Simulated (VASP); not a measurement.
# Hf (P-1) in VASP: a series of runs

Runs on Hf. Level: PBEsol. Tasks: single point.

All numbers are computed with VASP 6.6.1; they aren't measurements. Logs are shortened: lines on timing, memory, paths and dates and some standing lists are left out, and cuts for length are marked.

## Step 1: The cell of the first run

The typed cell holds 2 atoms: a = 3.197 Å, b = 3.211 Å, c = 5.058 Å, α = 90.21°, β = 90.57°, γ = 120.43°.

## Step 2: Single point, PBEsol (equal xy, yz and zx shear strains of -1 %)

File INCAR:

```
PREC = Accurate ; ENCUT = 520
EDIFF = 1E-7 ; ISMEAR = -1
SIGMA = 0.05 ; LREAL = F
LASPH = T ; NELM = 60
ALGO = Normal ; ISIF = 2
LWAVE = F ; LCHARG = T
GGA = PS ; LELF = T
LVHAR = T ; NBANDS = 17
```

File KPOINTS:

```
regular mesh
0
Gamma
  13 13 7
```

File POSCAR:

```
Hf
1.0
    3.1966985242     -0.0159834926     -0.0159834926
   -1.6121913728      2.7764138765     -0.0058503643
   -0.0252890000     -0.0252890000      5.0578000000
Hf
2
Direct
    0.3333333333      0.6666666667      0.2500000000
    0.6666666667      0.3333333333      0.7500000000
```

Potentials or basis: VASP PAW PBE potentials, release 64 (Hf_pv).

Command:

```sh
cat potpaw_PBE.64/Hf_pv/POTCAR > POTCAR
mpirun -np 1 vasp_std > vasp.out
```

OUTCAR:

```text
PREC = Accurate
   ENCUT = 520
   EDIFF = 1E-7
   ISMEAR = -1
   LREAL = F
   LASPH = T
   NELM = 60
   ISIF = 2
   GGA = PS

 ion  position               nearest neighbor table
   1  0.333  0.667  0.250-   2 3.11   2 3.12   2 3.13   2 3.14   2 3.15   2 3.15
   2  0.667  0.333  0.750-   1 3.11   1 3.12   1 3.13   1 3.14   1 3.15   1 3.15

  LATTYP: Found a triclinic cell.
 ALAT       =     3.1829413338
 B/A-ratio  =     1.0043472705
 C/A-ratio  =     1.5890730972
 COS(alpha) =     0.0099745013
 COS(beta)  =     0.0136846555
 COS(gamma) =     0.4934979113

  Lattice vectors:

 A1 = (   1.5845071514,   2.7604303839,  -0.0218338569)
 A2 = (   3.1966985242,  -0.0159834926,  -0.0159834926)
 A3 = (   0.0252890000,   0.0252890000,  -5.0578000000)

Analysis of symmetry for initial positions (statically):
=====================================================================
 Subroutine PRICEL returns:
 Original cell was already a primitive cell.

 Routine SETGRP: Setting up the symmetry group for a
 triclinic supercell.

 Subroutine GETGRP returns: Found  2 space group operations
 (whereof  2 operations were pure point group operations)
 out of a pool of  2 trial point group operations.

The static configuration has the point symmetry S_2 .

Analysis of symmetry for dynamics (positions and initial velocities):
=====================================================================
 Subroutine PRICEL returns:
 Original cell was already a primitive cell.

 Routine SETGRP: Setting up the symmetry group for a
 triclinic supercell.

 Subroutine GETGRP returns: Found  2 space group operations
 (whereof  2 operations were pure point group operations)
 out of a pool of  2 trial point group operations.

The dynamic configuration has the point symmetry S_2 .

 Subroutine INISYM returns: Found  2 space group operations
 (whereof  2 operations are pure point group operations),
 and found     1 'primitive' translations

----------------------------------------------------------------------------------------

                                     Primitive cell

  volume of cell :      44.7572
[... 74 lines left out ...]
   dimension x,y,z NGX =    24 NGY =   24 NGZ =   40
   dimension x,y,z NGXF=    48 NGYF=   48 NGZF=   80
   ions per type =               2
   NGX,Y,Z   is equivalent  to a cutoff of  12.48, 12.43, 13.15 a.u.
   NGXF,Y,Z  is equivalent  to a cutoff of  24.96, 24.85, 26.29 a.u.
 SYSTEM =  unknown system
   PREC   = accura    normal or accurate (medium, high low for compatibility)
   ISTART =      0    job   : 0-new  1-cont  2-samecut
   ICHARG =      2    charge: 1-file 2-atom 10-const
   ISPIN  =      1    spin polarized calculation?
   LNONCOLLINEAR =      F non collinear calculations
   LSORBIT =      F    spin-orbit coupling
   LASPH  =      T    aspherical Exc in radial PAW
   ENCUT  =  520.0 eV  38.22 Ry    6.18 a.u.   5.94  5.97  9.40*2*pi/ulx,y,z
   NELM   =     60;   NELMIN=  2; NELMDL= -5     # of ELM steps
   EDIFF  = 0.1E-06   stopping-criterion for ELM
   LREAL  =      F    real-space projection
   EDIFFG = 0.1E-05   stopping-criterion for IOM
   NSW    =      0    number of steps for IOM
   IBRION =     -1    ionic relax: 0-MD 1-quasi-New 2-CG
   NFREE  =      0    steps in history (QN), initial steepest desc. (CG)
   ISIF   =      2    stress and relaxation
   ISYM   =      2    0-nonsym 1-usesym 2-fastsym
   POTIM  = 0.5000    time-step for ionic-motion
   TEBEG  =    0.0;   TEEND  =   0.0 temperature during run
   PSTRESS=    0.0 pullay stress
   NELECT =      20.0000    total number of electrons
   NUPDOWN=      -1.0000    fix difference up-down
   EMIN   =  10.00;   EMAX   =-10.00  energy-range for DOS
   EFERMI =   0.00;   METHOD = LEGACY
   ISMEAR =    -1;   SIGMA  =   0.05  broadening in eV -4-tet -1-fermi 0-gaus
   EFERMI_NEDOS =   21; number of points for ismear=-14 and -15
   IALGO  =     38    algorithm
   IMIX   =      4    mixing-type and parameters
     AMIX     =   0.40;   BMIX     =  1.00
     AMIX_MAG =   1.60;   BMIX_MAG =  1.00
  volume/ion in A,a.u.               =      22.38       151.02
  Fermi-wavevector in a.u.,A,eV,Ry     =   1.251595  2.365172 21.313393  1.566490
  Thomas-Fermi vector in A             =   2.385535
   LORBIT       =      0    0 simple, 1 ext, 2 COOP (PROOUT), +10 PAW based schemes
   GGA     = PS    functional components
   LHFCALC =     F    Hartree Fock is set to
   AEXX    =    0.0000 exact exchange contribution
   IVDW    =     0    specifies the selected vdW correction
   LEPSILON=     F    determine dielectric tensor
   LRPA    =     F    only Hartree local field effects (RPA)
 non-spin polarized calculation
  energy-cutoff  :      520.00
  volume of cell :       44.76
 maximum number of plane-waves:      1222
   NGX = 11   NGY = 11   NGZ = 19

 number of electron      20.0000004 magnetization

 Free energy of the ion-electron system (eV)
  ---------------------------------------------------
  ext. energy  EPLUGINS =         0.00000000
  ---------------------------------------------------
  free energy    TOTEN  =       -20.98780384 eV

  energy without entropy =      -20.97454308  energy(sigma->0) =      -20.98117346

 E-fermi :   4.7572     XC(G=0): -11.3897

 val. band max:        4.7549137164   @ k =  -0.2308  -0.4615   0.4286
 cond. band min:       4.7585213355   @ k =  -0.0000  -0.0000   0.4286
 fundamental gap:      0.0036076191
 Fermi energy:         4.7572024088

 k-point     1 :       0.0000    0.0000    0.0000
  band No.  band energies     occupation
      1     -26.2748      2.00000
      2     -25.5322      2.00000
      3     -25.5212      2.00000
      4     -25.4045      2.00000
      5     -25.4038      2.00000
      6     -25.3895      2.00000
[... 457 lines left out ...]
      4     -25.6594      2.00000
      5     -25.5366      2.00000
      6     -25.5233      2.00000
[... 9 lines left out ...]
     16       9.9280      0.00000
     17      10.7626      0.00000

 [... further k-points ...]
[... 5 lines left out ...]
  --------------------------------------------------------------------------------------
  -------------------------------------------------------------------------------------
  Total       -1.1207676     -1.1181411     -1.2037618      0.1885492      0.1381247      0.1381946
  in kB      -40.1202079    -40.0261866    -43.0911588      6.7495103      4.9444621      4.9469624
  external PRESSURE =     -41.0791844 kB  Pullay stress =       0.0000000 kB

 VOLUME and BASIS-vectors are now :
 -----------------------------------------------------------------------------
  energy-cutoff  :      520.00
  volume of cell :       44.76
      direct lattice vectors                 reciprocal lattice vectors
     3.196698524 -0.015983493 -0.015983493     0.313746088  0.182189424  0.002479678
    -1.612191373  2.776413876 -0.005850364     0.001815250  0.361234742  0.001815250
    -0.025289000 -0.025289000  5.057800000     0.000993590  0.000993590  0.197724357

 POSITION                                       TOTAL-FORCE (eV/Angst)
 -----------------------------------------------------------------------------------
     -0.01555      1.83929      1.25522         0.026001      0.000301      0.001803
      1.57477      0.89585      3.78074        -0.026001     -0.000301     -0.001803
 -----------------------------------------------------------------------------------
    total drift:                               -0.000000      0.000000     -0.000000

  FREE ENERGIE OF THE ION-ELECTRON SYSTEM (eV)
  ---------------------------------------------------
  free  energy   TOTEN  =       -20.9878038435 eV

  energy  without entropy=      -20.9745430804  energy(sigma->0) =      -20.98117346
```

Wall time 1.7 min (1 thread of Intel Xeon 6975P-C (Granite Rapids), shared host); peak memory 0.46 GiB.

What came out:

```
Free energy            : -20.9878 eV
Pressure               : -4.1 GPa
Largest force          : 0.026 eV/Å
Band gap on the k mesh : zero (bands 10 and 11 overlap by 1.49 eV)
```

Forces in eV/Å, atoms in the order of the input:
```
Hf   0.026  0.000  0.002
Hf  -0.026  0.000 -0.002
```

Caveat: the cell differs from its parent crystal (equal xy, yz and zx shear strains of -1 %); the cell stands under tension; the PAW data sets were made with another functional, which shifts forces and pressure a little; spin-orbit coupling is left out, which moves the levels of the heavy elements.

## Step 3: Single point, PBEsol (equal xy, yz and zx shear strains of +2 %)

File INCAR:

```
SYSTEM = Hf
PREC     = Accurate       ! precision mode
ENCUT    = 520            ! plane-wave cutoff, eV
EDIFF    = 1E-7           ! SCF threshold, eV
ISMEAR   = -1             ! smearing method
SIGMA    = 0.05           ! smearing width, eV
LREAL    = .False.        ! projectors in reciprocal space
LASPH    = .True.         ! aspherical terms in the spheres
NELM     = 80             ! most SCF steps
ALGO     = Normal         ! electronic algorithm
ISIF     = 2              ! what is computed and relaxed
LWAVE    = .False.        ! write WAVECAR
LCHARG   = .False.        ! write CHGCAR
GGA      = PS             ! functional
NBANDS   = 17             ! bands
```

File KPOINTS:

```
regular mesh
0
Gamma
  13 13 7
  0 0 0
```

File POSCAR:

```
Hf
1.0
    3.1966985242      0.0319669852      0.0319669852
   -1.5706650408      2.7524386376      0.0117007287
    0.0505780000      0.0505780000      5.0578000000
Hf
2
Direct
    0.3333333333      0.6666666667      0.2500000000
    0.6666666667      0.3333333333      0.7500000000
```

Potentials or basis: VASP PAW PBE potentials, release 64 (Hf_pv).

Command:

```sh
cat potpaw_PBE.64/Hf_pv/POTCAR > POTCAR
mpirun -np 1 vasp_std > vasp.out
```

Wall time 1.8 min (1 thread of Intel Xeon 6975P-C (Granite Rapids), shared host); peak memory 0.46 GiB.

It converged, with:

- Free energy: -20.9815 eV
- Pressure: -4.1 GPa
- Largest force: 0.046 eV/Å
- Band gap on the k mesh: zero (bands 10 and 11 overlap by 1.46 eV)

Forces in eV/Å, atoms in the order of the input:
```
Hf  -0.045  0.001  0.006
Hf   0.045 -0.001 -0.006
```

Stress tensor (GPa, compression positive):
```
-4.01 -1.28 -0.93
-1.28 -3.98 -0.93
-0.93 -0.93 -4.29
```

Levels at points of the mesh, in eV from the Fermi level:
```tsv
k point	band 7	band 8	band 9	band 10	band 11	band 12	band 13	band 14
(0.00, 0.00, 0.00)	-7.38	-3.71	0.68	0.99	1.36	1.43	1.81	2.16
```

Caveat: the cell differs from its parent crystal (equal xy, yz and zx shear strains of +2 %); the cell stands under tension; the PAW data sets were made with another functional, which shifts forces and pressure a little; spin-orbit coupling is left out, which moves the levels of the heavy elements.
